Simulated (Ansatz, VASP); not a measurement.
## One calculation of AlN, two programs

Contents of INCAR:

```
SYSTEM = AlN
PREC     = Accurate       ! precision mode
ENCUT    = 600            ! plane-wave cutoff, eV
EDIFF    = 1E-6           ! SCF threshold, eV
ISMEAR   = 0              ! smearing method
SIGMA    = 0.01           ! smearing width, eV
LREAL    = .False.        ! projectors in reciprocal space
LASPH    = .True.         ! aspherical terms in the spheres
NELM     = 120            ! most SCF steps
ALGO     = Normal         ! electronic algorithm
ISIF     = 2              ! what is computed and relaxed
LWAVE    = .False.        ! write WAVECAR
LCHARG   = .True.         ! write CHGCAR
LELF     = .True.         ! ELF
LVHAR    = .True.       
NBANDS   = 11             ! bands
GGA_COMPAT= .False.
```

The input KPOINTS:

```
regular mesh
0
Gamma
  8 8 8
  0 0 0
```

File POSCAR:

```
AlN
1.0
    0.0000000000      2.0139111608      2.0139111608
    2.0139111608      0.0000000000      2.0139111608
    2.0139111608      2.0139111608      0.0000000000
Al N
1 1
Direct
    0.0000000000      0.0000000000      0.0000000000
    0.5000000000      0.5000000000      0.5000000000
```

Input for Ansatz:

```yaml
crystal:
  lattice:
    - [0.0, 2.0139111607644833, 2.0139111607644833]
    - [2.0139111607644833, 0.0, 2.0139111607644833]
    - [2.0139111607644833, 2.0139111607644833, 0.0]
  atoms:
    - { symbol: Al, position: [0.0, 0.0, 0.0] }
    - { symbol: "N", position: [0.5, 0.5, 0.5] }
basis:
  ecutwfc: 500.0
kpoints:
  mp_grid:
    grid: [8, 8, 8]
hamiltonian:
  xc: lda
scf:
  convergence:
    dr2_threshold: 1.0e-10
  occupations:
    method: fixed
output:
  stress: true
```

Alike in both runs: task single point; functional LDA; k mesh 8 × 8 × 8; no spin polarisation.

|  | VASP | Ansatz |
| --- | --- | --- |
| version | VASP 6.6.1 | Ansatz 0.2.0 |
| potentials or method | VASP PAW LDA potentials, release 64 (Al, N), cutoff 600 eV | plane waves, PAW |
| occupations | gaussian, width 0.01 eV | fixed |
| valence electrons in the cell | 8 | 8 |

Ansatz gave:

```
pressure (GPa) : -3.4
```

What did VASP give for the same quantities?

Pressure (GPa): -2.9.

LDA's correlation is that of Perdew and Zunger in VASP and of Perdew and Wang (1992) in Ansatz.
